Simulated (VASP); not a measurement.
**Mo: single point with LDA**

Crystal: Mo.

```
Mo
1.0
     2.73551    0.00000    0.00000
    -1.36776    2.36902    0.00000
     0.00000    0.00000    2.59351
Mo
1
Direct
  0.00000 0.00000 0.50000
```

This cell differs from its parent crystal: strain +0.000 along x and y, +0.015 along z.

```yaml
Program: VASP 6.6.1
Task: single point
Functional: LDA
Potentials_or_basis: VASP PAW LDA potentials, release 64 (Mo_sv)
Cutoff: 520 eV
k_mesh: 18 × 18 × 18
Occupations: gaussian, width 0.15 eV
Spin: no spin polarisation
```

```json
{
 "Pressure": "-10.0 GPa",
 "Band gap on the k mesh": "zero (band 7 reaches 12.05 eV, above the bottom of band 8 at 10.33 eV)"
}
```

Stress tensor (GPa, compression positive):
```
 -6.20   0.00   0.00
  0.00  -6.20   0.00
  0.00   0.00 -17.47
```

Levels at points of the mesh, in eV from the Fermi level:
| k point | band 3 | band 4 | band 5 | band 6 | band 7 | band 8 | band 9 | band 10 | band 11 | band 12 |
| --- | --- | --- | --- | --- | --- | --- | --- | --- | --- | --- |
| (0.00, 0.00, 0.00) | -34.16 | -34.16 | -6.74 | -4.22 | -0.88 | -0.88 | 3.95 | 3.95 | 13.11 | 15.20 |
| (0.50, 0.00, 0.00) | -34.48 | -34.04 | -4.88 | -3.00 | 0.73 | 1.13 | 3.26 | 4.43 | 10.10 | 13.45 |
| (0.00, 0.00, 0.50) | -34.02 | -34.02 | -3.81 | -0.14 | -0.14 | -0.05 | 0.90 | 0.90 | 9.52 | 16.00 |
| (0.50, 0.00, 0.50) | -35.32 | -34.33 | -5.22 | -3.47 | -0.36 | 4.74 | 5.84 | 6.30 | 7.11 | 15.97 |

Wall time 20 s on 1 thread of Intel(R) Xeon(R) 6975P-C (Granite Rapids), on a shared host, peak memory 0.17 GiB.

Caveat: the cell differs from its parent crystal (strain +0.000 along x and y, +0.015 along z).
